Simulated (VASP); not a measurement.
Set up this calculation in VASP 6.6.1, as the native input.

* Task: relaxation of cell and atoms
* Functional: PBEsol
* Potentials or basis: VASP PAW PBE potentials, release 64 (Ti_sv, C)
* Cutoff: 600 eV
* k mesh: 11 × 11 × 11
* Occupations: fermi-dirac, width 0.05 eV
* Spin: no spin polarisation
* Target pressure: 5 GPa
* Dipole correction: no
* Further INCAR settings: ALGO = Normal; EDIFF = 1e-06; IBRION = 2; EDIFFG = -0.01; NSW = 80; ISIF = 3

The structure of TiC lies in POSCAR:

```
TiC
1.0
    0.0000000000      2.1657188437      2.1657188437
    2.1657188437      0.0000000000      2.1657188437
    2.1657188437      2.1657188437      0.0000000000
Ti C
1 1
Direct
    0.0000000000      0.0000000000      0.0000000000
    0.5000000000      0.5000000000      0.5000000000
```

One way to write it, as run:

INCAR

```
ALGO = Normal
EDIFF = 1E-6
EDIFFG = -0.01
ENCUT = 600
GGA = PS
IBRION = 2
ISIF = 3
ISMEAR = -1
LASPH = True
LCHARG = False
LREAL = False
LWAVE = False
NELM = 80
NSW = 80
PREC = Accurate
PSTRESS = 50.0
SIGMA = 0.05
```

KPOINTS

```
k-points
0
Gamma
  11 11 11
```

Potentials or basis: VASP PAW PBE potentials, release 64 (Ti_sv, C).

Command:

```sh
$ cat potpaw_PBE.64/Ti_sv/POTCAR potpaw_PBE.64/C/POTCAR > POTCAR
$ mpirun -np 1 vasp_std > vasp.out
```

Results of the run:

```
Relaxed volume                                         : 9.73 Å³/atom
Relaxed cell                                           : a = 3.019 Å, b = 3.019 Å, c = 3.019 Å, α = 60.00°, β = 60.00°, γ = 60.00°
Space group after relaxing (to 0.05 Å)                 : Fm-3m (No. 225)
Energy change on relaxing (the enthalpy is what falls) : -2.9 meV/atom
Ionic steps                                            : 3
Pressure after relaxing                                : 5.0 GPa
Band gap on the k mesh                                 : zero (band 8 reaches 10.49 eV, above the bottom of band 9 at 9.40 eV)
```

Caveat: the cell is relaxed towards a set pressure, so the enthalpy falls and the energy may rise; the PAW data sets were made with another functional, which shifts forces and pressure a little.

Wall time 21 s on 1 thread of Intel(R) Xeon(R) Platinum 8559C (Emerald Rapids), with other jobs on the host, peak memory 0.15 GiB.
